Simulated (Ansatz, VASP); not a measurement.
## Two plane-wave programs on Ge

Contents of INCAR:

```
SYSTEM = Ge
ALGO = Normal ; EDIFF = 1E-6
EDIFFG = -0.04 ; ENCUT = 600
GGA = PE ; IBRION = 2
ISIF = 3 ; ISMEAR = 0
LASPH = .TRUE. ; LCHARG = .FALSE.
LREAL = .FALSE. ; LWAVE = .FALSE.
NELM = 100 ; NSW = 90
PREC = Accurate ; SIGMA = 0.1
```

KPOINTS

```
k-points
0
G
  8 8 8
  0 0 0
```

File POSCAR:

```
Ge
1.0
   -1.5042225900      1.5177214000      2.0676248700
    1.5042225900     -1.5177214000      2.0676248700
    1.5042225900      1.5177214000     -2.0676248700
Ge
1
Direct
    0.0000000000      0.5000000000      0.5000000000
```

Input for Ansatz:

```yaml
crystal:
  lattice:
    - [-1.50422259, 1.5177214, 2.06762487]
    - [1.50422259, -1.5177214, 2.06762487]
    - [1.50422259, 1.5177214, -2.06762487]
  atoms:
    - { symbol: Ge, position: [0.0, 0.5, 0.5] }
basis:
  ecutwfc: 420
kpoints:
  mp_grid: { grid: [8, 8, 8] }
hamiltonian:
  xc: pbe
scf:
  occupations: { method: gaussian, width: 0.1 }
  lower_state_search: "off"
output:
  forces: true
  stress: true
  eigenvalues: true
relax:
  adjacent_minimum: "off"
  f_tol: 0.04
  max_steps: 70
  cell: { stress_tol: 0.4 }
```

Alike in both runs: task relaxation of cell and atoms; functional PBE; k mesh 8 × 8 × 8; occupations gaussian, width 0.1 eV; no spin polarisation.

|  | VASP | Ansatz |
| --- | --- | --- |
| version | VASP 6.6.1 | Ansatz 0.2.0 |
| potentials or method | VASP PAW PBE potentials, release 64 (Ge_d), cutoff 600 eV | scalar-relativistic, plane waves, PAW |
| valence electrons in the cell | 14 | 14 |

|  | VASP | Ansatz | Ansatz less VASP |
| --- | --- | --- | --- |
| gap on the k mesh at the Fermi level, each at its own relaxed structure (eV) | none | none | - |
| relaxed volume (Å³/atom) | 19.34 | 19.33 | -0.010 |
| relaxed length of the cell vector where the two differ most in proportion (Å) | 2.954 | 2.955 | +0.0009 |

A gap of «none» marks a metal or a gap that the smearing closes.

The k mesh is coarse, so the values compare programs but aren't converged.
